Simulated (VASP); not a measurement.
# Rh (P6_3/mmc) in VASP: further runs, part 2 of 2

VASP 6.6.1. The steps go on from the part before.

**4. Single point, LDA**

File INCAR:

```
SYSTEM = Rh
ALGO = Normal ; EDIFF = 1E-6
ENCUT = 520 ; GGA = CA
ISIF = 2 ; ISMEAR = 0
LASPH = .True. ; LCHARG = .True.
LELF = .True. ; LREAL = .False.
LVHAR = .True. ; LWAVE = .False.
NBANDS = 22 ; NELM = 60
PREC = Accurate ; SIGMA = 0.1
```

File KPOINTS:

```
k-points
0
Gamma
  6 6 3
  0 0 0
```

File POSCAR:

```
Rh
1.0
    2.7309800000      0.0000000000      0.0000000000
   -1.3654900000      2.3651000000      0.0000000000
    0.0000000000      0.0000000000      4.4284900000
Rh
2
Direct
    0.6666666667      0.3333333333      0.7500000000
    0.3333333333      0.6666666667      0.2500000000
```

Potentials or basis: VASP PAW LDA potentials, release 64 (Rh_pv).

The run is started by

```sh
> cat potpaw_LDA.64/Rh_pv/POTCAR > POTCAR
> mpirun -np 1 vasp_std > vasp.out
```

OUTCAR:

```text
SYSTEM = Rh
   EDIFF = 1E-6
   ENCUT = 520
   GGA = CA
   ISIF = 2
   ISMEAR = 0
   LASPH = .True.
   LREAL = .False.
   NELM = 60
   PREC = Accurate

 ion  position               nearest neighbor table
   1  0.667  0.333  0.750-   2 2.72   2 2.72   2 2.72   2 2.72   2 2.72   2 2.72
   2  0.333  0.667  0.250-   1 2.72   1 2.72   1 2.72   1 2.72   1 2.72   1 2.72

  LATTYP: Found a hexagonal cell.
 ALAT       =     2.7309800000
 C/A-ratio  =     1.6215754052

  Lattice vectors:

 A1 = (   2.7309800000,   0.0000000000,   0.0000000000)
 A2 = (  -1.3654900000,   2.3651000000,   0.0000000000)
 A3 = (   0.0000000000,   0.0000000000,   4.4284900000)

Analysis of symmetry for initial positions (statically):
=====================================================================
 Subroutine PRICEL returns:
 Original cell was already a primitive cell.

 Routine SETGRP: Setting up the symmetry group for a
 hexagonal supercell.

 Subroutine GETGRP returns: Found 24 space group operations
 (whereof 12 operations were pure point group operations)
 out of a pool of 24 trial point group operations.

The static configuration has the point symmetry D_3d.
 The point group associated with its full space group is D_6h.

Analysis of symmetry for dynamics (positions and initial velocities):
=====================================================================
 Subroutine PRICEL returns:
 Original cell was already a primitive cell.

 Routine SETGRP: Setting up the symmetry group for a
 hexagonal supercell.

 Subroutine GETGRP returns: Found 24 space group operations
 (whereof 12 operations were pure point group operations)
 out of a pool of 24 trial point group operations.

The dynamic configuration has the point symmetry D_3d.
 The point group associated with its full space group is D_6h.

 Subroutine INISYM returns: Found 24 space group operations
 (whereof 12 operations are pure point group operations),
 and found     1 'primitive' translations

----------------------------------------------------------------------------------------

                                     Primitive cell

  volume of cell :      28.6038

  direct lattice vectors                    reciprocal lattice vectors
     2.730980000  0.000000000  0.000000000     0.366168921  0.211407551  0.000000000
    -1.365490000  2.365100000  0.000000000     0.000000000  0.422815103  0.000000000
     0.000000000  0.000000000  4.428490000     0.000000000  0.000000000  0.225810604

  length of vectors
     2.730980000  2.730981682  4.428490000     0.422815363  0.422815103  0.225810604

  position of ions in fractional coordinates (direct lattice)
     0.666666667  0.333333333  0.750000000
     0.333333333  0.666666667  0.250000000

  ion indices of the primitive-cell ions
   primitive index   ion index
                 1           1
                 2           2

----------------------------------------------------------------------------------------

 KPOINTS: k-points

Automatic generation of k-mesh.
 Grid dimensions read from file:
 generate k-points for:    6    6    3

 Generating k-lattice:

  Cartesian coordinates                     Fractional coordinates (reciprocal lattice)
     0.061028154  0.035234592  0.000000000     0.166666667 -0.000000000  0.000000000
     0.000000000  0.070469184  0.000000000     0.000000000  0.166666667  0.000000000
     0.000000000  0.000000000  0.075270201     0.000000000  0.000000000  0.333333333

  Length of vectors
     0.070469227  0.070469184  0.075270201

  Shift w.r.t. Gamma in fractional coordinates (k-lattice)
     0.000000000  0.000000000  0.000000000

 Subroutine IBZKPT returns following result:
 ===========================================

 Found     14 irreducible k-points:

 Following reciprocal coordinates:
            Coordinates               Weight
  0.000000  0.000000  0.000000      1.000000
  0.166667  0.000000  0.000000      6.000000
  0.333333 -0.000000  0.000000      6.000000
  0.500000 -0.000000  0.000000      3.000000
  0.166667  0.166667  0.000000      6.000000
  0.333333  0.166667  0.000000     12.000000
  0.333333  0.333333  0.000000      2.000000
  0.000000  0.000000  0.333333      2.000000
  0.166667  0.000000  0.333333     12.000000
  0.333333 -0.000000  0.333333     12.000000
  0.500000 -0.000000  0.333333      6.000000
  0.166667  0.166667  0.333333     12.000000
  0.333333  0.166667  0.333333     24.000000
  0.333333  0.333333  0.333333      4.000000
   k-points           NKPTS =     14   k-points in BZ     NKDIM =     14   number of bands    NBANDS=     22
   number of dos      NEDOS =    301   number of ions     NIONS =      2
   total plane-waves  NPLWV =  14400
   dimension x,y,z NGX =    20 NGY =   20 NGZ =   36
   dimension x,y,z NGXF=    40 NGYF=   40 NGZF=   72
   ions per type =               2
   NGX,Y,Z   is equivalent  to a cutoff of  12.17, 12.17, 13.51 a.u.
   NGXF,Y,Z  is equivalent  to a cutoff of  24.35, 24.35, 27.03 a.u.
 SYSTEM =  Rh
   PREC   = accura    normal or accurate (medium, high low for compatibility)
   ISTART =      0    job   : 0-new  1-cont  2-samecut
   ICHARG =      2    charge: 1-file 2-atom 10-const
   ISPIN  =      1    spin polarized calculation?
   LNONCOLLINEAR =      F non collinear calculations
   LSORBIT =      F    spin-orbit coupling
   LASPH  =      T    aspherical Exc in radial PAW
   ENCUT  =  520.0 eV  38.22 Ry    6.18 a.u.   5.08  5.08  8.23*2*pi/ulx,y,z
   NELM   =     60;   NELMIN=  2; NELMDL= -5     # of ELM steps
   EDIFF  = 0.1E-05   stopping-criterion for ELM
   LREAL  =      F    real-space projection
   EDIFFG = 0.1E-04   stopping-criterion for IOM
   NSW    =      0    number of steps for IOM
   IBRION =     -1    ionic relax: 0-MD 1-quasi-New 2-CG
   NFREE  =      0    steps in history (QN), initial steepest desc. (CG)
   ISIF   =      2    stress and relaxation
   ISYM   =      2    0-nonsym 1-usesym 2-fastsym
   POTIM  = 0.5000    time-step for ionic-motion
   TEBEG  =    0.0;   TEEND  =   0.0 temperature during run
   PSTRESS=    0.0 pullay stress
   NELECT =      30.0000    total number of electrons
   NUPDOWN=      -1.0000    fix difference up-down
   EMIN   =  10.00;   EMAX   =-10.00  energy-range for DOS
   EFERMI =   0.00;   METHOD = LEGACY
   ISMEAR =     0;   SIGMA  =   0.10  broadening in eV -4-tet -1-fermi 0-gaus
   EFERMI_NEDOS =   21; number of points for ismear=-14 and -15
   IALGO  =     38    algorithm
   IMIX   =      4    mixing-type and parameters
     AMIX     =   0.40;   BMIX     =  1.00
     AMIX_MAG =   1.60;   BMIX_MAG =  1.00
  volume/ion in A,a.u.               =      14.30        96.51
  Fermi-wavevector in a.u.,A,eV,Ry     =   1.663313  3.143206 37.642022  2.766611
  Thomas-Fermi vector in A             =   2.750052
   LORBIT       =      0    0 simple, 1 ext, 2 COOP (PROOUT), +10 PAW based schemes
   GGA     = CA    functional components
   LHFCALC =     F    Hartree Fock is set to
   AEXX    =    0.0000 exact exchange contribution
   IVDW    =     0    specifies the selected vdW correction
   LEPSILON=     F    determine dielectric tensor
   LRPA    =     F    only Hartree local field effects (RPA)
 non-spin polarized calculation
 Gauss-broadening in eV      SIGMA  =   0.10
  energy-cutoff  :      520.00
  volume of cell :       28.60
 maximum number of plane-waves:       785
   NGX = 11   NGY = 11   NGZ = 17

 number of electron      30.0000010 magnetization

 Free energy of the ion-electron system (eV)
  ---------------------------------------------------
  ext. energy  EPLUGINS =         0.00000000
  ---------------------------------------------------
  free energy    TOTEN  =       -17.13592386 eV

  energy without entropy =      -17.10364464  energy(sigma->0) =      -17.11978425

 E-fermi :  10.9471     XC(G=0): -14.1033

 val. band max:       10.9424200962   @ k =   0.3333   0.1667   0.3333
 cond. band min:      10.9582963911   @ k =   0.1667   0.1667   0.0000
 fundamental gap:      0.0158762949
 Fermi energy:        10.9470940872

 k-point     1 :       0.0000    0.0000    0.0000
  band No.  band energies     occupation
      1     -35.8237      2.00000
      2     -35.1798      2.00000
      3     -35.1797      2.00000
      4     -35.1632      2.00000
      5     -35.0852      2.00000
      6     -35.0852      2.00000
[... 324 lines left out ...]
      6     -35.2801      2.00000
[... 14 lines left out ...]
     21      21.7159      0.00000
     22      21.7843      0.00000

------------------------ aborting loop because EDIFF is reached ----------------------------------------

  FORCE on cell =-STRESS in cart. coord.  units (eV):
  Direction    XX          YY          ZZ          XY          YZ          ZX
  --------------------------------------------------------------------------------------
  -------------------------------------------------------------------------------------
  Total       -2.7028893     -2.7028938     -4.5044304      0.0000000      0.0000000      0.0000000
  in kB     -151.3962609   -151.3965096   -252.3055264      0.0000000      0.0000000      0.0000000
  external PRESSURE =    -185.0327656 kB  Pullay stress =       0.0000000 kB

 VOLUME and BASIS-vectors are now :
 -----------------------------------------------------------------------------
  energy-cutoff  :      520.00
  volume of cell :       28.60
      direct lattice vectors                 reciprocal lattice vectors
     2.730980000  0.000000000  0.000000000     0.366168921  0.211407551  0.000000000
    -1.365490000  2.365100000  0.000000000     0.000000000  0.422815103  0.000000000
     0.000000000  0.000000000  4.428490000     0.000000000  0.000000000  0.225810604

 POSITION                                       TOTAL-FORCE (eV/Angst)
 -----------------------------------------------------------------------------------
      1.36549      0.78837      3.32137        -0.000000      0.000000      0.000000
     -0.00000      1.57673      1.10712         0.000000     -0.000000      0.000000
 -----------------------------------------------------------------------------------
    total drift:                               -0.000000      0.000000     -0.000000

  FREE ENERGIE OF THE ION-ELECTRON SYSTEM (eV)
  ---------------------------------------------------
  free  energy   TOTEN  =       -17.1359238596 eV

  energy  without entropy=      -17.1036446362  energy(sigma->0) =      -17.11978425
```

OSZICAR:

```text
N       E                     dE             d eps       ncg     rms          rms(c)
DAV:   1     0.328575076558E+03    0.32858E+03   -0.18799E+04   616   0.156E+03
DAV:   2    -0.111880933941E+02   -0.33976E+03   -0.32848E+03   634   0.477E+02
DAV:   3    -0.182336635025E+02   -0.70456E+01   -0.69914E+01   712   0.775E+01
DAV:   4    -0.182815139926E+02   -0.47850E-01   -0.47846E-01   696   0.646E+00
DAV:   5    -0.182822629696E+02   -0.74898E-03   -0.74897E-03   736   0.845E-01    0.137E+01
DAV:   6    -0.171825641413E+02    0.10997E+01   -0.26082E+00   688   0.170E+01    0.436E+00
DAV:   7    -0.171451611978E+02    0.37403E-01   -0.45785E-02   676   0.179E+00    0.209E+00
DAV:   8    -0.171362946154E+02    0.88666E-02   -0.89012E-03   670   0.110E+00    0.325E-01
DAV:   9    -0.171359111305E+02    0.38348E-03   -0.35461E-04   736   0.228E-01    0.449E-02
DAV:  10    -0.171359230446E+02   -0.11914E-04   -0.55297E-06   696   0.238E-02    0.761E-03
DAV:  11    -0.171359238596E+02   -0.81501E-06   -0.65931E-07   410   0.742E-03
   1 F= -.17135924E+02 E0= -.17119784E+02  d E =-.322792E-01
```

stdout:

```text
POSCAR found type information on POSCAR Rh
 POSCAR found :  1 types and       2 ions
 scaLAPACK will be used
 LDA part: xc-table for (Slater(with rela. corr.)+CA(PZ))
 , standard interpolation
 POSCAR, INCAR and KPOINTS ok, starting setup
 FFT: planning ... GRIDC
 FFT: planning ... GRID_SOFT
 FFT: planning ... GRID
 WAVECAR not read
 entering main loop
```

Run time: 3.5 s. Hardware: 1 thread of Intel Xeon 6975P-C (Granite Rapids), shared host; peak memory 0.12 GiB.

What came out:

```yaml
Free_energy: -17.1359 eV
Pressure: -18.5 GPa
Band_gap_on_the_k_mesh: zero (band 15 reaches 11.63 eV, above the bottom of band 16 at 9.36 eV)
```

Caveat: the k points lie up to 0.47 Å⁻¹ apart.

**5. Summary**

| k mesh | gap on the mesh (eV) | pressure (GPa) |
| --- | --- | --- |
| 3 × 3 × 2 | none | -9.3 |
| 4 × 4 × 3 | none | -21.6 |
| 6 × 6 × 3 | none | -18.5 |

Alike in all rows: task single point; level LDA; potentials or basis VASP PAW LDA potentials, release 64 (Rh_pv); no spin polarisation; cell as given; cutoff (eV) 520; smearing gaussian 0.1 eV.

Caveats: all runs use coarse meshes.

Absolute energies hang on the potentials; compare differences alone.
